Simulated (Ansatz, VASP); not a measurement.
## Sb: VASP beside Ansatz

```xyz
5
Lattice="4.0830 0.0000 0.0000 0.0086 4.9933 0.0000 2.0325 1.6476 5.8735" Properties=species:S:1:pos:R:3 pbc="T T T"
Sb    5.0735    4.1989    4.1588
Sb    3.0035    2.4962    5.2210
Sb    3.1206    4.1447    0.6525
Sb    1.0505    2.4420    1.7147
Sb    3.0577    0.8238    2.9367
```

Alike in both runs: task relaxation of cell and atoms; functional PBE; k mesh 4 × 4 × 4; occupations gaussian, width 0.1 eV; no spin polarisation.

```csv
,VASP,Ansatz
version,VASP 6.6.1,Ansatz 0.2.0
potentials or method,"VASP PAW PBE potentials, release 64 (Sb), cutoff 600 eV","scalar-relativistic, plane waves, PAW"
valence electrons in the cell,25,75
```

|  | VASP | Ansatz | Ansatz less VASP |
| --- | --- | --- | --- |
| gap on the k mesh at the Fermi level, each at its own relaxed structure (eV) | none | none | - |
| relaxed volume (Å³/atom) | 29.81 | 29.84 | +0.032 |
| relaxed cell length with the largest relative difference (Å) | 4.419 | 4.429 | +0.0102 |

A gap of «none» marks a metal or a gap that the smearing closes. VASP's potentials hold 25 valence electrons a cell and Ansatz's 75, so a difference there can come from the potentials and not from the codes.

The k mesh is coarse, so the values compare programs but aren't converged. Spin-orbit coupling is off throughout. Noted on VASP's run: the volume moved by over 15 % at a fixed basis, so the end points are rough.
